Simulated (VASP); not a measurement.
Here is a VASP 6.6.1 calculation.

Contents of INCAR:

```
SYSTEM = KCl3
ALGO = Normal
EDIFF = 1E-6
ENCUT = 520
GGA = PS
ISIF = 2
ISMEAR = 0
LASPH = .TRUE.
LCHARG = .FALSE.
LREAL = .FALSE.
LWAVE = .FALSE.
NBANDS = 23
NELM = 60
PREC = Accurate
SIGMA = 0.1
```

File KPOINTS:

```
k-points
0
G
  14 14 14
  0 0 0
```

POSCAR

```
KCl3
1.0
   -1.9387991427      1.9387991427      7.1365008714
    1.9387991427     -1.9387991427      7.1365008714
    1.9387991427      1.9387991427     -7.1365008714
K Cl
1 3
Direct
    0.0000000000      0.0000000000      0.0000000000
    0.7500000000      0.2500000000      0.5000000000
    0.2500000000      0.7500000000      0.5000000000
    0.5000000000      0.5000000000      0.0000000000
```

Potentials or basis: VASP PAW PBE potentials, release 64 (K_sv, Cl).

The run is started by

```bash
$ cat potpaw_PBE.64/K_sv/POTCAR potpaw_PBE.64/Cl/POTCAR > POTCAR
$ mpirun -np 1 vasp_std > vasp.out
```

What does it give for the band gap on the k mesh?

Zero (band 15 reaches 0.85 eV, above the bottom of band 16 at -0.92 eV).

Estimate the pressure.

1.8 GPa.

Stress tensor (GPa, compression positive):
```
 2.83  0.00  0.00
 0.00  2.83  0.00
 0.00  0.00 -0.15
```

Caveat: the cell differs from its parent crystal (strained); the PAW data sets were made with another functional, which shifts forces and pressure a little.
